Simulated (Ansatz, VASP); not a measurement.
Ag3SnSe: VASP beside Ansatz

Contents of INCAR:

```
ALGO = Normal
EDIFF = 1E-6
EDIFFG = -0.01
ENCUT = 600
GGA = PE
IBRION = 2
ISIF = 3
ISMEAR = 0
LASPH = True
LCHARG = False
LREAL = False
LWAVE = False
NELM = 60
NSW = 100
PREC = Accurate
SIGMA = 0.1
```

File KPOINTS:

```
k-points
0
Gamma
  8 8 8
```

Contents of POSCAR:

```
Ag3SnSe
1.0
    5.0538433559      0.0000000000      0.0000000000
    0.0000000000      5.0538433559      0.0000000000
    0.0000000000      0.0000000000      5.0538433559
Ag Sn Se
3 1 1
Direct
    0.5000000000      0.0000000000      0.0000000000
    0.0000000000      0.5000000000      0.0000000000
    0.0000000000      0.0000000000      0.5000000000
    0.5000000000      0.5000000000      0.5000000000
    0.0000000000      0.0000000000      0.0000000000
```

Input for Ansatz:

```yaml
crystal:
  lattice:
    - [5.0538433559, 0.0, 0.0]
    - [0.0, 5.0538433559, 0.0]
    - [0.0, 0.0, 5.0538433559]
  atoms:
    - { symbol: Ag, position: [0.5, 0.0, 0.0] }
    - { symbol: Ag, position: [0.0, 0.5, 0.0] }
    - { symbol: Ag, position: [0.0, 0.0, 0.5] }
    - { symbol: Sn, position: [0.5, 0.5, 0.5] }
    - { symbol: Se, position: [0.0, 0.0, 0.0] }
basis:
  ecutwfc: 420
kpoints:
  mp_grid: { grid: [8, 8, 8] }
hamiltonian:
  xc: pbe
scf:
  occupations: { method: gaussian, width: 0.1 }
output:
  forces: true
  stress: true
  eigenvalues: true
  write_density: true
  write_potential: true
  elf: true
  volumetric_format: npy
relax:
  adjacent_minimum: "off"
  f_tol: 0.01
  max_steps: 80
  cell: { stress_tol: 0.05 }
```

Alike in both runs: task relaxation of cell and atoms; functional PBE; k mesh 8 × 8 × 8; occupations gaussian, width 0.1 eV; no spin polarisation.

```csv
,VASP,Ansatz
version,VASP 6.6.1,Ansatz 0.2.0
potentials or method,"VASP PAW PBE potentials, release 64 (Ag, Sn_d, Se), cutoff 600 eV","scalar-relativistic, plane waves, PAW"
valence electrons in the cell,53,87
```

```tsv
	VASP	Ansatz	Ansatz less VASP
gap on the k mesh at the Fermi level, each at its own relaxed structure (eV)	none	none	-
relaxed volume (Å³/atom)	26.17	26.17	-0.007
relaxed cell length with the largest relative difference (Å)	5.077	5.077	-0.0005
```

A gap of «none» marks a metal or a gap that the smearing closes. VASP's potentials hold 53 valence electrons a cell and Ansatz's 87, so a difference there can come from the potentials and not from the codes.
